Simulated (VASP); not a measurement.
# KBr (P6_3/mmc) in VASP: further runs

The runs below take KBr through single point, with PBE, LDA, PBEsol.

All numbers are computed with VASP 6.6.1; they aren't measurements. Logs are shortened: lines on timing, memory, paths and dates and some standing lists are left out, and cuts for length are marked.

## (1) The cell of the first run

The structure is hexagonal, space group P6_3/mmc (No. 194). The conventional cell has a = 4.559 Å, b = 4.559 Å, c = 8.020 Å, α = 90.00°, β = 90.00°, γ = 120.00°. Within 4.4 Å of K (site symmetry -3m) lie 6 Br at 3.31 Å and 2 K at 4.01 Å. Within 4.4 Å of Br (site symmetry -6m2) lie 6 K at 3.31 Å.

## (2) Single point, PBE

INCAR

```
SYSTEM = KBr
  PREC = Accurate
  ENCUT = 520
  EDIFF = 1E-7
  ISMEAR = 0
  SIGMA = 0.01
  LREAL = .FALSE.
  LASPH = .TRUE.
  NELM = 100
  ALGO = Normal
  ISIF = 2
  LWAVE = .FALSE.
  LCHARG = .FALSE.
  GGA = PE
  NBANDS = 24
```

KPOINTS

```
regular mesh
0
G
  6 6 2
  0 0 0
```

POSCAR

```
KBr
1.0
    4.5593000710      0.0000000000      0.0000000000
   -2.2796500355      3.9484696849      0.0000000000
    0.0000000000      0.0000000000      8.0200670366
K Br
2 2
Direct
    0.0000000000      0.0000000000      0.0000000000
    0.0000000000      0.0000000000      0.5000000000
    0.3333333333      0.6666666667      0.2500000000
    0.6666666667      0.3333333333      0.7500000000
```

Potentials or basis: VASP PAW PBE potentials, release 64 (K_sv, Br).

The run is started by

```
$ cat potpaw_PBE.64/K_sv/POTCAR potpaw_PBE.64/Br/POTCAR > POTCAR
$ mpirun -np 1 vasp_std > vasp.out
```

OUTCAR:

```text
SYSTEM = KBr
   PREC = Accurate
   ENCUT = 520
   EDIFF = 1E-7
   ISMEAR = 0
   LREAL = .FALSE.
   LASPH = .TRUE.
   NELM = 100
   ISIF = 2
   GGA = PE

 ion  position               nearest neighbor table
   1  0.000  0.000  0.000-
   2  0.000  0.000  0.500-
   3  0.333  0.667  0.250-
   4  0.667  0.333  0.750-

  LATTYP: Found a hexagonal cell.
 ALAT       =     4.5593000710
 C/A-ratio  =     1.7590566341

  Lattice vectors:

 A1 = (   4.5593000710,   0.0000000000,   0.0000000000)
 A2 = (  -2.2796500355,   3.9484696849,   0.0000000000)
 A3 = (   0.0000000000,   0.0000000000,   8.0200670366)

Analysis of symmetry for initial positions (statically):
=====================================================================
 Subroutine PRICEL returns:
 Original cell was already a primitive cell.

 Routine SETGRP: Setting up the symmetry group for a
 hexagonal supercell.

 Subroutine GETGRP returns: Found 24 space group operations
 (whereof 12 operations were pure point group operations)
 out of a pool of 24 trial point group operations.

The static configuration has the point symmetry D_3d.
 The point group associated with its full space group is D_6h.

Analysis of symmetry for dynamics (positions and initial velocities):
=====================================================================
 Subroutine PRICEL returns:
 Original cell was already a primitive cell.

 Routine SETGRP: Setting up the symmetry group for a
 hexagonal supercell.

 Subroutine GETGRP returns: Found 24 space group operations
 (whereof 12 operations were pure point group operations)
 out of a pool of 24 trial point group operations.

The dynamic configuration has the point symmetry D_3d.
 The point group associated with its full space group is D_6h.

 Subroutine INISYM returns: Found 24 space group operations
 (whereof 12 operations are pure point group operations),
 and found     1 'primitive' translations

----------------------------------------------------------------------------------------

                                     Primitive cell

  volume of cell :     144.3793

  direct lattice vectors                    reciprocal lattice vectors
     4.559300071  0.000000000  0.000000000     0.219331912  0.126631338  0.000000000
    -2.279650036  3.948469685  0.000000000     0.000000000  0.253262676  0.000000000
     0.000000000  0.000000000  8.020067037     0.000000000  0.000000000  0.124687237

  length of vectors
     4.559300071  4.559300071  8.020067037     0.253262676  0.253262676  0.124687237

  position of ions in fractional coordinates (direct lattice)
     0.000000000  0.000000000  0.000000000
     0.000000000  0.000000000  0.500000000
     0.333333333  0.666666667  0.250000000
     0.666666667  0.333333333  0.750000000

  ion indices of the primitive-cell ions
   primitive index   ion index
                 1           1
                 2           2
                 3           3
                 4           4

----------------------------------------------------------------------------------------

 KPOINTS: regular mesh

Automatic generation of k-mesh.
 Grid dimensions read from file:
 generate k-points for:    6    6    2

 Generating k-lattice:

  Cartesian coordinates                     Fractional coordinates (reciprocal lattice)
     0.036555319  0.021105223  0.000000000     0.166666667  0.000000000  0.000000000
     0.000000000  0.042210446  0.000000000     0.000000000  0.166666667  0.000000000
     0.000000000  0.000000000  0.062343619     0.000000000  0.000000000  0.500000000

  Length of vectors
     0.042210446  0.042210446  0.062343619

  Shift w.r.t. Gamma in fractional coordinates (k-lattice)
     0.000000000  0.000000000  0.000000000

 Subroutine IBZKPT returns following result:
 ===========================================

 Found     14 irreducible k-points:

 Following reciprocal coordinates:
            Coordinates               Weight
  0.000000  0.000000  0.000000      1.000000
  0.166667  0.000000  0.000000      6.000000
  0.333333 -0.000000  0.000000      6.000000
  0.500000 -0.000000  0.000000      3.000000
  0.166667  0.166667  0.000000      6.000000
  0.333333  0.166667  0.000000     12.000000
  0.333333  0.333333  0.000000      2.000000
  0.000000  0.000000  0.500000      1.000000
  0.166667  0.000000  0.500000      6.000000
  0.333333 -0.000000  0.500000      6.000000
  0.500000 -0.000000  0.500000      3.000000
  0.166667  0.166667  0.500000      6.000000
  0.333333  0.166667  0.500000     12.000000
  0.333333  0.333333  0.500000      2.000000
   k-points           NKPTS =     14   k-points in BZ     NKDIM =     14   number of bands    NBANDS=     24
   number of dos      NEDOS =    301   number of ions     NIONS =      4
   total plane-waves  NPLWV =  77760
   dimension x,y,z NGX =    36 NGY =   36 NGZ =   60
   dimension x,y,z NGXF=    72 NGYF=   72 NGZF=  120
   ions per type =               2   2
   NGX,Y,Z   is equivalent  to a cutoff of  13.13, 13.13, 12.44 a.u.
   NGXF,Y,Z  is equivalent  to a cutoff of  26.25, 26.25, 24.87 a.u.
 SYSTEM =  KBr
   PREC   = accura    normal or accurate (medium, high low for compatibility)
   ISTART =      0    job   : 0-new  1-cont  2-samecut
   ICHARG =      2    charge: 1-file 2-atom 10-const
   ISPIN  =      1    spin polarized calculation?
   LNONCOLLINEAR =      F non collinear calculations
   LSORBIT =      F    spin-orbit coupling
   LASPH  =      T    aspherical Exc in radial PAW
   ENCUT  =  520.0 eV  38.22 Ry    6.18 a.u.   8.48  8.48 14.91*2*pi/ulx,y,z
   NELM   =    100;   NELMIN=  2; NELMDL= -5     # of ELM steps
   EDIFF  = 0.1E-06   stopping-criterion for ELM
   LREAL  =      F    real-space projection
   EDIFFG = 0.1E-05   stopping-criterion for IOM
   NSW    =      0    number of steps for IOM
   IBRION =     -1    ionic relax: 0-MD 1-quasi-New 2-CG
   NFREE  =      0    steps in history (QN), initial steepest desc. (CG)
   ISIF   =      2    stress and relaxation
   ISYM   =      2    0-nonsym 1-usesym 2-fastsym
   POTIM  = 0.5000    time-step for ionic-motion
   TEBEG  =    0.0;   TEEND  =   0.0 temperature during run
   PSTRESS=    0.0 pullay stress
   NELECT =      32.0000    total number of electrons
   NUPDOWN=      -1.0000    fix difference up-down
   EMIN   =  10.00;   EMAX   =-10.00  energy-range for DOS
   EFERMI =   0.00;   METHOD = LEGACY
   ISMEAR =     0;   SIGMA  =   0.01  broadening in eV -4-tet -1-fermi 0-gaus
   EFERMI_NEDOS =   21; number of points for ismear=-14 and -15
   IALGO  =     38    algorithm
   IMIX   =      4    mixing-type and parameters
     AMIX     =   0.40;   BMIX     =  1.00
     AMIX_MAG =   1.60;   BMIX_MAG =  1.00
  volume/ion in A,a.u.               =      36.09       243.58
  Fermi-wavevector in a.u.,A,eV,Ry     =   0.990733  1.872213 13.354816  0.981551
  Thomas-Fermi vector in A             =   2.122424
   LORBIT       =      0    0 simple, 1 ext, 2 COOP (PROOUT), +10 PAW based schemes
   GGA     = PE    functional components
   LHFCALC =     F    Hartree Fock is set to
   AEXX    =    0.0000 exact exchange contribution
   IVDW    =     0    specifies the selected vdW correction
   LEPSILON=     F    determine dielectric tensor
   LRPA    =     F    only Hartree local field effects (RPA)
 non-spin polarized calculation
 Gauss-broadening in eV      SIGMA  =   0.01
  energy-cutoff  :      520.00
  volume of cell :      144.38
 maximum number of plane-waves:      3930
 NGX is ok and might be reduce to    36
   NGX = 17   NGY = 17   NGZ = 29

 number of electron      32.0000000 magnetization

 Free energy of the ion-electron system (eV)
  ---------------------------------------------------
  ext. energy  EPLUGINS =         0.00000000
  ---------------------------------------------------
  free energy    TOTEN  =       -12.33321578 eV

  energy without entropy =      -12.33321578  energy(sigma->0) =      -12.33321578

 E-fermi :  -1.6110     XC(G=0):  -7.3494

 val. band max:       -1.6814219505   @ k =   0.0000   0.0000   0.0000
 cond. band min:       2.6705233162   @ k =   0.0000   0.0000   0.0000
 fundamental gap:      4.3519452667
 Fermi energy:        -1.6110229187

 k-point     1 :       0.0000    0.0000    0.0000
  band No.  band energies     occupation
      1     -29.6294      2.00000
      2     -29.6177      2.00000
      3     -14.2719      2.00000
      4     -14.0318      2.00000
      5     -13.1072      2.00000
      6     -13.1072      2.00000
[... 16 lines left out ...]
     23       6.3405      0.00000
     24       6.4993      0.00000

 k-point     2 :       0.1667    0.0000    0.0000
  band No.  band energies     occupation
      1     -29.6282      2.00000
      2     -29.6166      2.00000
      3     -14.2132      2.00000
      4     -14.0742      2.00000
      5     -13.1131      2.00000
      6     -13.1056      2.00000
[... 16 lines left out ...]
     23       6.5473      0.00000
     24       6.6000      0.00000

 k-point     3 :       0.3333   -0.0000    0.0000
  band No.  band energies     occupation
      1     -29.6256      2.00000
      2     -29.6145      2.00000
      3     -14.1804      2.00000
      4     -14.0318      2.00000
      5     -13.1491      2.00000
      6     -13.1248      2.00000
[... 16 lines left out ...]
     23       7.3046      0.00000
     24       7.5061      0.00000
[... 244 lines left out ...]
 k-point    13 :       0.3333    0.1667    0.5000
  band No.  band energies     occupation
      1     -29.6189      2.00000
      2     -29.6189      2.00000
      3     -14.0882      2.00000
      4     -14.0882      2.00000
      5     -13.1495      2.00000
      6     -13.1495      2.00000
[... 16 lines left out ...]
     23       7.6928      0.00000
     24       7.6928      0.00000

 k-point    14 :       0.3333    0.3333    0.5000
  band No.  band energies     occupation
      1     -29.6183      2.00000
      2     -29.6183      2.00000
      3     -14.0771      2.00000
      4     -14.0771      2.00000
      5     -13.1604      2.00000
      6     -13.1604      2.00000
[... 16 lines left out ...]
     23       7.2877      0.00000
     24       7.3142      0.00000

------------------------ aborting loop because EDIFF is reached ----------------------------------------

  FORCE on cell =-STRESS in cart. coord.  units (eV):
  Direction    XX          YY          ZZ          XY          YZ          ZX
  --------------------------------------------------------------------------------------
  -------------------------------------------------------------------------------------
  Total        0.6378959      0.6378959      0.6582359      0.0000000      0.0000000      0.0000000
  in kB        7.0787314      7.0787314      7.3044435      0.0000000      0.0000000      0.0000000
  external PRESSURE =       7.1539688 kB  Pullay stress =       0.0000000 kB

 VOLUME and BASIS-vectors are now :
 -----------------------------------------------------------------------------
  energy-cutoff  :      520.00
  volume of cell :      144.38
      direct lattice vectors                 reciprocal lattice vectors
     4.559300071  0.000000000  0.000000000     0.219331912  0.126631338  0.000000000
    -2.279650036  3.948469685  0.000000000     0.000000000  0.253262676  0.000000000
     0.000000000  0.000000000  8.020067037     0.000000000  0.000000000  0.124687237

 POSITION                                       TOTAL-FORCE (eV/Angst)
 -----------------------------------------------------------------------------------
      0.00000      0.00000      0.00000         0.000000      0.000000      0.000000
      0.00000      0.00000      4.01003         0.000000      0.000000      0.000000
     -0.00000      2.63231      2.00502         0.000000     -0.000000     -0.000000
      2.27965      1.31616      6.01505        -0.000000      0.000000      0.000000
 -----------------------------------------------------------------------------------
    total drift:                               -0.000000      0.000000     -0.000000

  FREE ENERGIE OF THE ION-ELECTRON SYSTEM (eV)
  ---------------------------------------------------
  free  energy   TOTEN  =       -12.3332157801 eV

  energy  without entropy=      -12.3332157801  energy(sigma->0) =      -12.33321578
```

Run time: 34 s. Hardware: 1 thread of Intel Xeon 6975P-C (Granite Rapids), shared host; peak memory 0.26 GiB.

Results:

| Item | Value |
| --- | --- |
| Free energy | -12.3332 eV |
| Pressure | 0.7 GPa |
| Band gap on the k mesh | 4.35 eV, direct |

## (3) Single point, LDA

This run uses another cell than the first one, of 32.40 Å³/atom, 0.898 times its volume.

INCAR

```
SYSTEM = KBr
PREC     = Accurate       ! precision mode
ENCUT    = 520            ! plane-wave cutoff, eV
EDIFF    = 1E-7           ! SCF threshold, eV
ISMEAR   = -1             ! smearing method
SIGMA    = 0.02           ! smearing width, eV
LREAL    = .FALSE.        ! projectors in reciprocal space
LASPH    = .TRUE.         ! aspherical terms in the spheres
NELM     = 80             ! most SCF steps
ALGO     = Normal         ! electronic algorithm
ISIF     = 2              ! what is computed and relaxed
LWAVE    = .FALSE.        ! write WAVECAR
LCHARG   = .FALSE.        ! write CHGCAR
GGA      = CA             ! functional
NBANDS   = 24             ! bands
```

KPOINTS

```
Automatic mesh
0
G
  6 6 4
  0 0 0
```

POSCAR

```
KBr
1.0
    4.3908157731      0.0000000000      0.0000000000
   -2.1954078866      3.8025580028      0.0000000000
    0.0000000000      0.0000000000      7.7631468297
K Br
2 2
Direct
    0.0000000000      0.0000000000      0.0000000000
    0.0000000000      0.0000000000      0.5000000000
    0.3333333333      0.6666666667      0.2500000000
    0.6666666667      0.3333333333      0.7500000000
```

Potentials or basis: VASP PAW LDA potentials, release 64 (K_sv, Br).

The run is started by

```
$ cat potpaw_LDA.64/K_sv/POTCAR potpaw_LDA.64/Br/POTCAR > POTCAR
$ mpirun -np 1 vasp_std > vasp.out
```

Wall time 37 s (1 thread of Intel Xeon 6975P-C (Granite Rapids), shared host); peak memory 0.24 GiB.

The run converged. Its results:

```
Free energy            : -13.5688 eV
Pressure               : 0.1 GPa
Band gap on the k mesh : 4.23 eV, direct
```

Levels at points of the mesh, in eV from the valence-band top:
| k point | band 14 | band 15 | band 16 | band 17 | band 18 | band 19 |
| --- | --- | --- | --- | --- | --- | --- |
| (0.00, 0.00, 0.00) | -0.21 | 0.00 | 0.00 | 4.23 | 6.27 | 6.45 |
| (0.50, 0.00, 0.00) | -0.64 | -0.48 | -0.32 | 5.67 | 6.73 | 6.80 |
| (0.00, 0.00, 0.50) | -0.19 | -0.19 | -0.19 | 5.58 | 5.58 | 7.05 |
| (0.50, 0.00, 0.50) | -0.59 | -0.40 | -0.40 | 6.35 | 6.35 | 6.75 |

## (4) Single point, PBEsol

This run uses another cell than the first one, of 35.23 Å³/atom, 0.976 times its volume.

INCAR

```
ALGO = Normal
EDIFF = 1E-6
ENCUT = 520
GGA = PS
ISIF = 2
ISMEAR = -1
LASPH = T
LCHARG = F
LREAL = F
LWAVE = F
NBANDS = 24
NELM = 80
PREC = Accurate
SIGMA = 0.02
```

KPOINTS

```
k-points
0
Gamma
  6 6 4
```

POSCAR

```
KBr
1.0
    4.5193711453      0.0000000000      0.0000000000
   -2.2596855727      3.9138902209      0.0000000000
    0.0000000000      0.0000000000      7.9673343302
K Br
2 2
Direct
    0.0000000000      0.0000000000      0.0000000000
    0.0000000000      0.0000000000      0.5000000000
    0.3333333333      0.6666666667      0.2500000000
    0.6666666667      0.3333333333      0.7500000000
```

Potentials or basis: VASP PAW PBE potentials, release 64 (K_sv, Br).

The run is started by

```
$ cat potpaw_PBE.64/K_sv/POTCAR potpaw_PBE.64/Br/POTCAR > POTCAR
$ mpirun -np 1 vasp_std > vasp.out
```

Run time: 42 s. Hardware: 1 thread of Intel Xeon 6975P-C (Granite Rapids), shared host; peak memory 0.28 GiB.

It converged, with:

- Free energy: -12.8219 eV
- Pressure: 0.0 GPa
- Band gap on the k mesh: 4.26 eV, direct

Levels at points of the mesh, in eV from the valence-band top:
```tsv
k point	band 14	band 15	band 16	band 17	band 18	band 19
(0.00, 0.00, 0.00)	-0.19	0.00	0.00	4.26	6.46	6.52
(0.50, 0.00, 0.00)	-0.58	-0.39	-0.28	5.94	6.77	6.87
(0.00, 0.00, 0.50)	-0.15	-0.15	-0.15	5.49	5.49	7.17
(0.50, 0.00, 0.50)	-0.50	-0.33	-0.33	6.57	6.57	6.74
```

Caveat: the PAW data sets were made with another functional, which shifts forces and pressure a little.

## (5) The runs side by side

```csv
level,potentials or basis,cell,k mesh,smearing,gap on the mesh (eV),pressure (GPa)
PBE,"VASP PAW PBE potentials, release 64 (K_sv, Br)","a = 4.559, b = 4.559, c = 8.020 Å, angles 90.0, 90.0, 120.0°, 4 atoms",6 × 6 × 2,gaussian 0.01 eV,4.35,0.7
LDA,"VASP PAW LDA potentials, release 64 (K_sv, Br)","a = 4.391, b = 4.391, c = 7.763 Å, angles 90.0, 90.0, 120.0°, 4 atoms",6 × 6 × 4,fermi-dirac 0.02 eV,4.23,0.1
PBEsol,"VASP PAW PBE potentials, release 64 (K_sv, Br)","a = 4.519, b = 4.519, c = 7.967 Å, angles 90.0, 90.0, 120.0°, 4 atoms",6 × 6 × 4,fermi-dirac 0.02 eV,4.26,0.0
```

Alike in all rows: task single point; no spin polarisation; cutoff (eV) 520.

Caveats: the PAW data sets were made with another functional, which shifts forces and pressure a little (some runs).

Absolute energies hang on the potentials; compare differences alone.
